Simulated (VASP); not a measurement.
# BiAu (Fm-3m) in VASP: a series of runs

Aim: see how the results for BiAu move with the level of theory and the settings. Levels: PBEsol, LDA, PBE. Tasks: single point.

Program: VASP 6.6.1. These are calculated values, not measurements. Logs are shortened: lines on timing, memory, paths and dates and some standing lists are left out, and cuts for length are marked.

## Step 1: The cell of the first run

It takes space group Fm-3m (No. 225, cubic). The conventional cell has a = 5.939 Å, b = 5.939 Å, c = 5.939 Å, α = 90.00°, β = 90.00°, γ = 90.00°. Within 3.9 Å of Au (site symmetry m-3m) lie 6 Bi at 2.97 Å. Bi (site symmetry m-3m) has 6 Au at 2.97 Å within 3.9 Å.

## Step 2: Single point, PBEsol

Contents of INCAR:

```
ALGO     = Normal         # electronic algorithm
EDIFF    = 1E-6           # SCF threshold, eV
ENCUT    = 520            # plane-wave cutoff, eV
GGA      = PS             # functional
ISIF     = 2              # what is computed and relaxed
ISMEAR   = 0              # smearing method
LASPH    = True           # aspherical terms in the spheres
LCHARG   = False          # write CHGCAR
LREAL    = False          # projectors in reciprocal space
LWAVE    = False          # write WAVECAR
NBANDS   = 20             # bands
NELM     = 100            # most SCF steps
PREC     = Accurate       # precision mode
SIGMA    = 0.05           # smearing width, eV
```

Contents of KPOINTS:

```
k-points
0
Gamma
  10 10 10
```

Contents of POSCAR:

```
BiAu
1.0
    0.0000000000      2.9697432856      2.9697432856
    2.9697432856      0.0000000000      2.9697432856
    2.9697432856      2.9697432856      0.0000000000
Au Bi
1 1
Direct
    0.5000000000      0.5000000000      0.5000000000
    0.0000000000      0.0000000000      0.0000000000
```

Potentials or basis: VASP PAW PBE potentials, release 64 (Au, Bi_d).

Run with:

```console
$ cat potpaw_PBE.64/Au/POTCAR potpaw_PBE.64/Bi_d/POTCAR > POTCAR
$ mpirun -np 1 vasp_std > vasp.out
```

OUTCAR:

```text
EDIFF = 1E-6
   ENCUT = 520
   GGA = PS
   ISIF = 2
   ISMEAR = 0
   LASPH = True
   LREAL = False
   NELM = 100
   PREC = Accurate

 ion  position               nearest neighbor table
   1  0.500  0.500  0.500-   2 2.97   2 2.97   2 2.97   2 2.97   2 2.97   2 2.97
   2  0.000  0.000  0.000-   1 2.97   1 2.97   1 2.97   1 2.97   1 2.97   1 2.97

  LATTYP: Found a face centered cubic cell.
 ALAT       =     5.9394865712

  Lattice vectors:

 A1 = (   0.0000000000,   2.9697432856,   2.9697432856)
 A2 = (   2.9697432856,   0.0000000000,   2.9697432856)
 A3 = (   2.9697432856,   2.9697432856,   0.0000000000)

Analysis of symmetry for initial positions (statically):
=====================================================================
 Subroutine PRICEL returns:
 Original cell was already a primitive cell.

 Routine SETGRP: Setting up the symmetry group for a
 face centered cubic supercell.

 Subroutine GETGRP returns: Found 48 space group operations
 (whereof 48 operations were pure point group operations)
 out of a pool of 48 trial point group operations.

The static configuration has the point symmetry O_h .

Analysis of symmetry for dynamics (positions and initial velocities):
=====================================================================
 Subroutine PRICEL returns:
 Original cell was already a primitive cell.

 Routine SETGRP: Setting up the symmetry group for a
 face centered cubic supercell.

 Subroutine GETGRP returns: Found 48 space group operations
 (whereof 48 operations were pure point group operations)
 out of a pool of 48 trial point group operations.

The dynamic configuration has the point symmetry O_h .

 Subroutine INISYM returns: Found 48 space group operations
 (whereof 48 operations are pure point group operations),
 and found     1 'primitive' translations

----------------------------------------------------------------------------------------

                                     Primitive cell

  volume of cell :      52.3826

  direct lattice vectors                    reciprocal lattice vectors
     0.000000000  2.969743286  2.969743286    -0.168364721  0.168364721  0.168364721
     2.969743286  0.000000000  2.969743286     0.168364721 -0.168364721  0.168364721
     2.969743286  2.969743286  0.000000000     0.168364721  0.168364721 -0.168364721

  length of vectors
     4.199851231  4.199851231  4.199851231     0.291616251  0.291616251  0.291616251

  position of ions in fractional coordinates (direct lattice)
     0.500000000  0.500000000  0.500000000
     0.000000000  0.000000000  0.000000000

  ion indices of the primitive-cell ions
   primitive index   ion index
                 1           1
                 2           2

----------------------------------------------------------------------------------------

 KPOINTS: k-points

Automatic generation of k-mesh.
 Grid dimensions read from file:
 generate k-points for:   10   10   10

 Generating k-lattice:

  Cartesian coordinates                     Fractional coordinates (reciprocal lattice)
    -0.016836472  0.016836472  0.016836472     0.100000000  0.000000000  0.000000000
     0.016836472 -0.016836472  0.016836472     0.000000000  0.100000000  0.000000000
     0.016836472  0.016836472 -0.016836472     0.000000000  0.000000000  0.100000000

  Length of vectors
     0.029161625  0.029161625  0.029161625

  Shift w.r.t. Gamma in fractional coordinates (k-lattice)
     0.000000000  0.000000000  0.000000000

 Subroutine IBZKPT returns following result:
 ===========================================

 Found     47 irreducible k-points:

 Following reciprocal coordinates:
            Coordinates               Weight
  0.000000  0.000000  0.000000      1.000000
  0.100000  0.000000  0.000000      8.000000
  0.200000  0.000000  0.000000      8.000000
  0.300000  0.000000  0.000000      8.000000
  0.400000  0.000000  0.000000      8.000000
  0.500000  0.000000  0.000000      4.000000
[... 16 lines left out ...]
  0.300000  0.300000  0.000000      6.000000
  0.400000  0.300000  0.000000     24.000000
 [... further k-points ...]
   k-points           NKPTS =     47   k-points in BZ     NKDIM =     47   number of bands    NBANDS=     20
   number of dos      NEDOS =    301   number of ions     NIONS =      2
   total plane-waves  NPLWV =  32768
   dimension x,y,z NGX =    32 NGY =   32 NGZ =   32
   dimension x,y,z NGXF=    64 NGYF=   64 NGZF=   64
   ions per type =               1   1
   NGX,Y,Z   is equivalent  to a cutoff of  12.67, 12.67, 12.67 a.u.
   NGXF,Y,Z  is equivalent  to a cutoff of  25.33, 25.33, 25.33 a.u.
 SYSTEM =  unknown system
   PREC   = accura    normal or accurate (medium, high low for compatibility)
   ISTART =      0    job   : 0-new  1-cont  2-samecut
   ICHARG =      2    charge: 1-file 2-atom 10-const
   ISPIN  =      1    spin polarized calculation?
   LNONCOLLINEAR =      F non collinear calculations
   LSORBIT =      F    spin-orbit coupling
   LASPH  =      T    aspherical Exc in radial PAW
   ENCUT  =  520.0 eV  38.22 Ry    6.18 a.u.   7.81  7.81  7.81*2*pi/ulx,y,z
   NELM   =    100;   NELMIN=  2; NELMDL= -5     # of ELM steps
   EDIFF  = 0.1E-05   stopping-criterion for ELM
   LREAL  =      F    real-space projection
   EDIFFG = 0.1E-04   stopping-criterion for IOM
   NSW    =      0    number of steps for IOM
   IBRION =     -1    ionic relax: 0-MD 1-quasi-New 2-CG
   NFREE  =      0    steps in history (QN), initial steepest desc. (CG)
   ISIF   =      2    stress and relaxation
   ISYM   =      2    0-nonsym 1-usesym 2-fastsym
   POTIM  = 0.5000    time-step for ionic-motion
   TEBEG  =    0.0;   TEEND  =   0.0 temperature during run
   PSTRESS=    0.0 pullay stress
   NELECT =      26.0000    total number of electrons
   NUPDOWN=      -1.0000    fix difference up-down
   EMIN   =  10.00;   EMAX   =-10.00  energy-range for DOS
   EFERMI =   0.00;   METHOD = LEGACY
   ISMEAR =     0;   SIGMA  =   0.05  broadening in eV -4-tet -1-fermi 0-gaus
   EFERMI_NEDOS =   21; number of points for ismear=-14 and -15
   IALGO  =     38    algorithm
   IMIX   =      4    mixing-type and parameters
     AMIX     =   0.40;   BMIX     =  1.00
     AMIX_MAG =   1.60;   BMIX_MAG =  1.00
  volume/ion in A,a.u.               =      26.19       176.75
  Fermi-wavevector in a.u.,A,eV,Ry     =   1.296195  2.449454 22.859444  1.680122
  Thomas-Fermi vector in A             =   2.427667
   LORBIT       =      0    0 simple, 1 ext, 2 COOP (PROOUT), +10 PAW based schemes
   GGA     = PS    functional components
   LHFCALC =     F    Hartree Fock is set to
   AEXX    =    0.0000 exact exchange contribution
   IVDW    =     0    specifies the selected vdW correction
   LEPSILON=     F    determine dielectric tensor
   LRPA    =     F    only Hartree local field effects (RPA)
 non-spin polarized calculation
 Gauss-broadening in eV      SIGMA  =   0.05
  energy-cutoff  :      520.00
  volume of cell :       52.38
 maximum number of plane-waves:      1423
   NGX = 15   NGY = 15   NGZ = 15

 number of electron      26.0000006 magnetization

 Free energy of the ion-electron system (eV)
  ---------------------------------------------------
  ext. energy  EPLUGINS =         0.00000000
  ---------------------------------------------------
  free energy    TOTEN  =        -8.18384045 eV

  energy without entropy =       -8.18265491  energy(sigma->0) =       -8.18324768

 E-fermi :   7.1424     XC(G=0): -10.8066

 val. band max:        7.1076819458   @ k =   0.5000   0.2000   0.0000
 cond. band min:       7.1800499625   @ k =   0.5000   0.4000   0.0000
 fundamental gap:      0.0723680167
 Fermi energy:         7.1424162637

 k-point     1 :       0.0000    0.0000    0.0000
  band No.  band energies     occupation
      1     -15.6843      2.00000
      2     -15.6843      2.00000
      3     -15.6623      2.00000
      4     -15.6623      2.00000
      5     -15.6623      2.00000
      6      -5.2759      2.00000
[... 12 lines left out ...]
     19      15.7787      0.00000
     20      16.5037      0.00000

 k-point     2 :       0.1000    0.0000    0.0000
  band No.  band energies     occupation
      1     -15.6831      2.00000
      2     -15.6831      2.00000
      3     -15.6616      2.00000
      4     -15.6606      2.00000
      5     -15.6606      2.00000
      6      -5.1694      2.00000
[... 12 lines left out ...]
     19      15.2630      0.00000
     20      16.7579      0.00000

 k-point     3 :       0.2000    0.0000    0.0000
  band No.  band energies     occupation
      1     -15.6807      2.00000
      2     -15.6807      2.00000
      3     -15.6598      2.00000
      4     -15.6558      2.00000
      5     -15.6558      2.00000
      6      -4.8631      2.00000
[... 12 lines left out ...]
     19      14.9250      0.00000
     20      17.2730      0.00000

 k-point     4 :       0.3000    0.0000    0.0000
  band No.  band energies     occupation
      1     -15.6783      2.00000
      2     -15.6783      2.00000
      3     -15.6576      2.00000
      4     -15.6490      2.00000
      5     -15.6490      2.00000
      6      -4.4082      2.00000
[... 12 lines left out ...]
     19      15.8296      0.00000
     20      18.0592      0.00000

 k-point     5 :       0.4000    0.0000    0.0000
  band No.  band energies     occupation
      1     -15.6769      2.00000
      2     -15.6769      2.00000
      3     -15.6559      2.00000
      4     -15.6432      2.00000
      5     -15.6432      2.00000
      6      -3.9358      2.00000
[... 12 lines left out ...]
     19      17.5563      0.00000
     20      19.1347      0.00000

 k-point     6 :       0.5000    0.0000    0.0000
  band No.  band energies     occupation
      1     -15.6763      2.00000
      2     -15.6763      2.00000
      3     -15.6553      2.00000
      4     -15.6408      2.00000
      5     -15.6408      2.00000
      6      -3.7125      2.00000
[... 12 lines left out ...]
     19      19.0631      0.00000
     20      20.1436      0.00000

 k-point     7 :       0.1000    0.1000    0.0000
  band No.  band energies     occupation
      1     -15.6830      2.00000
      2     -15.6827      2.00000
      3     -15.6634      2.00000
      4     -15.6592      2.00000
      5     -15.6592      2.00000
      6      -5.1358      2.00000
[... 12 lines left out ...]
     19      15.5211      0.00000
     20      17.1887      0.00000
[... 277 lines left out ...]
 k-point    20 :      -0.4000    0.2000    0.0000
  band No.  band energies     occupation
      1     -15.6821      2.00000
      2     -15.6721      2.00000
      3     -15.6522      2.00000
      4     -15.6448      2.00000
      5     -15.6405      2.00000
      6      -3.6910      2.00000
[... 12 lines left out ...]
     19      17.5780      0.00000
     20      18.5109      0.00000

 k-point    21 :      -0.3000    0.2000    0.0000
  band No.  band energies     occupation
      1     -15.6817      2.00000
      2     -15.6724      2.00000
      3     -15.6528      2.00000
      4     -15.6453      2.00000
      5     -15.6453      2.00000
      6      -3.9199      2.00000
[... 12 lines left out ...]
     19      17.5033      0.00000
     20      17.9636      0.00000

 k-point    22 :      -0.2000    0.2000    0.0000
  band No.  band energies     occupation
      1     -15.6811      2.00000
      2     -15.6745      2.00000
      3     -15.6566      2.00000
      4     -15.6508      2.00000
      5     -15.6464      2.00000
      6      -4.2981      2.00000
[... 12 lines left out ...]
     19      16.9903      0.00000
     20      17.5850      0.00000

 k-point    23 :       0.3000    0.3000    0.0000
  band No.  band energies     occupation
      1     -15.6848      2.00000
      2     -15.6753      2.00000
      3     -15.6696      2.00000
      4     -15.6415      2.00000
      5     -15.6415      2.00000
      6      -4.2876      2.00000
[... 12 lines left out ...]
     19      16.6027      0.00000
     20      19.9187      0.00000

 k-point    24 :       0.4000    0.3000    0.0000
  band No.  band energies     occupation
      1     -15.6873      2.00000
      2     -15.6734      2.00000
      3     -15.6692      2.00000
      4     -15.6382      2.00000
      5     -15.6375      2.00000
      6      -4.0375      2.00000
[... 12 lines left out ...]
     19      18.3227      0.00000
     20      19.9911      0.00000

 [... further k-points ...]
[... 5 lines left out ...]
  --------------------------------------------------------------------------------------
  -------------------------------------------------------------------------------------
  Total       -1.3401636     -1.3401636     -1.3401636      0.0000000      0.0000000     -0.0000000
  in kB      -40.9903562    -40.9903562    -40.9903562      0.0000000      0.0000000     -0.0000000
  external PRESSURE =     -40.9903562 kB  Pullay stress =       0.0000000 kB

 VOLUME and BASIS-vectors are now :
 -----------------------------------------------------------------------------
  energy-cutoff  :      520.00
  volume of cell :       52.38
      direct lattice vectors                 reciprocal lattice vectors
     0.000000000  2.969743286  2.969743286    -0.168364721  0.168364721  0.168364721
     2.969743286  0.000000000  2.969743286     0.168364721 -0.168364721  0.168364721
     2.969743286  2.969743286  0.000000000     0.168364721  0.168364721 -0.168364721

 POSITION                                       TOTAL-FORCE (eV/Angst)
 -----------------------------------------------------------------------------------
      2.96974      2.96974      2.96974         0.000000     -0.000000     -0.000000
      0.00000      0.00000      0.00000        -0.000000      0.000000      0.000000
 -----------------------------------------------------------------------------------
    total drift:                                0.000000     -0.000000     -0.000000

  FREE ENERGIE OF THE ION-ELECTRON SYSTEM (eV)
  ---------------------------------------------------
  free  energy   TOTEN  =        -8.1838404498 eV

  energy  without entropy=       -8.1826549129  energy(sigma->0) =       -8.18324768
```

Run time: 21 s. Hardware: 1 thread of Intel Xeon Platinum 8375C at 2.90GHz (Ice Lake), shared host; peak memory 0.2 GiB.

Results:

```yaml
Free_energy: -8.1838 eV
Pressure: -4.1 GPa
Band_gap_on_the_k_mesh: zero (band 13 reaches 10.02 eV, above the bottom of band 14 at 5.09 eV)
```

Caveat: the PAW data sets were made with another functional, which shifts forces and pressure a little; spin-orbit coupling is left out, which moves the levels of the heavy elements.

## Step 3: Single point, LDA

Contents of INCAR:

```
PREC     = Accurate       # precision mode
ENCUT    = 520            # plane-wave cutoff, eV
EDIFF    = 1E-6           # SCF threshold, eV
ISMEAR   = 0              # smearing method
SIGMA    = 0.05           # smearing width, eV
LREAL    = False          # projectors in reciprocal space
LASPH    = True           # aspherical terms in the spheres
NELM     = 100            # most SCF steps
ALGO     = Normal         # electronic algorithm
ISIF     = 2              # what is computed and relaxed
LWAVE    = False          # write WAVECAR
LCHARG   = False          # write CHGCAR
NBANDS   = 20             # bands
```

Contents of KPOINTS:

```
regular mesh
0
Gamma
  10 10 10
```

POSCAR is that of step 2.

Potentials or basis: VASP PAW LDA potentials, release 64 (Au, Bi_d).

Run with:

```console
$ cat potpaw_LDA.64/Au/POTCAR potpaw_LDA.64/Bi_d/POTCAR > POTCAR
$ mpirun -np 1 vasp_std > vasp.out
```

Wall time 19 s (1 thread of Intel Xeon Platinum 8375C at 2.90GHz (Ice Lake), shared host); peak memory 0.18 GiB.

The run converged. Its results:

| Item | Value |
| --- | --- |
| Free energy | -8.9175 eV |
| Pressure | -6.0 GPa |
| Band gap on the k mesh | zero (band 13 reaches 9.93 eV, above the bottom of band 14 at 5.03 eV) |

Levels at points of the mesh, in eV from the Fermi level:
| k point | band 9 | band 10 | band 11 | band 12 | band 13 | band 14 | band 15 | band 16 | band 17 | band 18 |
| --- | --- | --- | --- | --- | --- | --- | --- | --- | --- | --- |
| (0.00, 0.00, 0.00) | -4.25 | -4.24 | -4.24 | 0.74 | 0.97 | 0.97 | 0.97 | 7.50 | 8.61 | 8.61 |
| (0.50, 0.00, 0.00) | -5.08 | -3.95 | -3.95 | -3.54 | 2.85 | 2.85 | 3.25 | 5.06 | 5.06 | 6.01 |
| (0.50, 0.50, 0.00) | -4.01 | -3.79 | -3.79 | -3.18 | -1.35 | -1.35 | -1.33 | 6.01 | 11.12 | 11.12 |

Caveat: spin-orbit coupling is left out, which moves the levels of the heavy elements.

[end of part 1 of 3]
